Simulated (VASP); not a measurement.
A run of VASP 6.6.1 is set up as follows.

INCAR

```
PREC = Accurate
ENCUT = 400
EDIFF = 1E-6
ISMEAR = -1
SIGMA = 0.2585
LREAL = Auto
LASPH = T
NELM = 120
ALGO = Normal
ISIF = 2
LWAVE = F
LCHARG = T
GGA = PE
LELF = T
LVHAR = T
ISYM = -1
NBANDS = 58
GGA_COMPAT = F
```

KPOINTS

```
explicit points
1
Reciprocal
  0.25000000   0.25000000   0.25000000 1
```

The input POSCAR:

```
Si5P13
1.0
    7.0479230000      0.0446470000      0.1733930000
    0.0446470000      7.0511420000     -0.0312760000
    0.1733930000     -0.0312760000      7.0375900000
Si P
5 13
Direct
    0.7590509417      0.4101327466      0.5247340626
    0.4186956593      0.6693176055      0.7616697877
    0.1726414362      0.5075721625      1.2350145448
    0.4508099799      0.3735833218     -0.1021113908
    0.7950023453     -0.2305142928      0.4072278427
    0.7618319152      0.9012349922      0.7477111773
    0.5271013876      1.0264509812      0.5726473963
    0.3998136007      0.2482476677      0.2707837931
    0.6401096788      0.9984240013      0.0167344462
    0.0972701661      0.2699019115      0.4902968895
    0.1212871821      0.7760157352      0.4440865864
    0.1323663954      0.8394223126      0.7977262622
    0.9023670273      0.5034728453      0.0380645208
   -0.0155302214     -0.0505877220      0.2411884821
   -0.0217764767      0.5293772155      0.7375835606
    0.6733962497      0.3377626574      0.1278482647
    0.4717094638      0.5940064042      0.4646347720
    1.2794559431      1.0344413718      0.9778383628
```

Potentials or basis: VASP PAW PBE potentials, release 64 (Si, P).

Command:

```bash
$ cat potpaw_PBE.64/Si/POTCAR potpaw_PBE.64/P/POTCAR > POTCAR
$ mpirun -np 1 vasp_std > vasp.out
```

Question: Predict the pressure.

Answer: -1.2 GPa.

Question: Predict the band gap on the k mesh.

Answer: Zero (an odd number of electrons rules out a gap without spin polarisation).

Question: Predict the largest force.

Answer: 2.303 eV/Å.

Stress tensor (GPa, compression positive):
```
-0.81  2.59  0.55
 2.59 -1.28 -0.97
 0.55 -0.97 -1.58
```

Caveat: the atoms stand as in a frame of molecular dynamics; so wide a smearing shifts energies and pressures; an odd number of electrons without spin polarisation forces a metal; a magnetic or distorted state may lie lower.
